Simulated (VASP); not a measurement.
A run of VASP 6.6.1 is set up as follows.

File POSCAR:

```
Zr3O
1.0
    5.6518701150      0.0000000000      0.0000000000
   -2.8259350575      4.8946630985      0.0000000000
    0.0000000000      0.0000000000      5.1936822055
Zr O
6 2
Direct
    0.3398784057      0.0000000000      0.0000000000
    0.3398784057      0.3398784057      0.5000000000
    0.0000000000      0.3398784057      0.0000000000
    0.6601215943      0.0000000000      0.5000000000
    0.6601215943      0.6601215943      0.0000000000
    0.0000000000      0.6601215943      0.5000000000
    0.3333333333      0.6666666667      0.2500000000
    0.6666666667      0.3333333333      0.7500000000
```

File INCAR.step1:

```
SYSTEM = Zr3O
PREC     = Accurate       ! precision mode
ENCUT    = 520            ! plane-wave cutoff, eV
ISMEAR   = 0              ! smearing method
SIGMA    = 0.1            ! smearing width, eV
LREAL    = .FALSE.        ! projectors in reciprocal space
LASPH    = .TRUE.         ! aspherical terms in the spheres
NELM     = 80             ! most SCF steps
NBANDS   = 52             ! bands
GGA      = PE             ! functional
ALGO     = Normal         ! electronic algorithm
EDIFF    = 1E-4           ! SCF threshold, eV
LWAVE    = .TRUE.         ! write WAVECAR
LCHARG   = .FALSE.        ! write CHGCAR
```

File INCAR.step2:

```
SYSTEM = Zr3O
PREC     = Accurate       ! precision mode
ENCUT    = 520            ! plane-wave cutoff, eV
EDIFF    = 1E-6           ! SCF threshold, eV
ISMEAR   = 0              ! smearing method
SIGMA    = 0.1            ! smearing width, eV
LREAL    = .FALSE.        ! projectors in reciprocal space
LASPH    = .TRUE.         ! aspherical terms in the spheres
NELM     = 80             ! most SCF steps
ALGO     = Normal         ! electronic algorithm
ISIF     = 2              ! what is computed and relaxed
LWAVE    = .FALSE.        ! write WAVECAR
LCHARG   = .FALSE.        ! write CHGCAR
METAGGA  = R2SCAN         ! meta-GGA
LMIXTAU  = .TRUE.       
NBANDS   = 52             ! bands
ISTART   = 1
```

The input KPOINTS:

```
Automatic mesh
0
G
  6 6 8
  0 0 0
```

Potentials or basis: VASP PAW PBE potentials, release 64 (Zr_sv, O).

Launch:

```console
$ cat potpaw_PBE.64/Zr_sv/POTCAR potpaw_PBE.64/O/POTCAR > POTCAR
$ cp INCAR.step1 INCAR
$ mpirun -np 1 vasp_std > vasp.out
$ cp INCAR.step2 INCAR
$ mpirun -np 1 vasp_std > vasp.out
```

Problem. Estimate the band gap on the k mesh.

Solution. Zero (band 42 reaches 10.31 eV, above the bottom of band 43 at 9.41 eV).

Problem. What does it give for the pressure?

Solution. 0.1 GPa.

Problem. Predict the largest force.

Solution. 0.015 eV/Å.

Forces on the atoms (eV/Å):
```
Zr  -0.015  0.000  0.000
Zr  -0.007 -0.013  0.000
Zr   0.007 -0.013  0.000
Zr   0.015  0.000  0.000
Zr   0.007  0.013  0.000
Zr  -0.007  0.013  0.000
O    0.000  0.000  0.000
O    0.000  0.000  0.000
```

Caveat: the PAW data sets were made with another functional, which shifts forces and pressure a little.
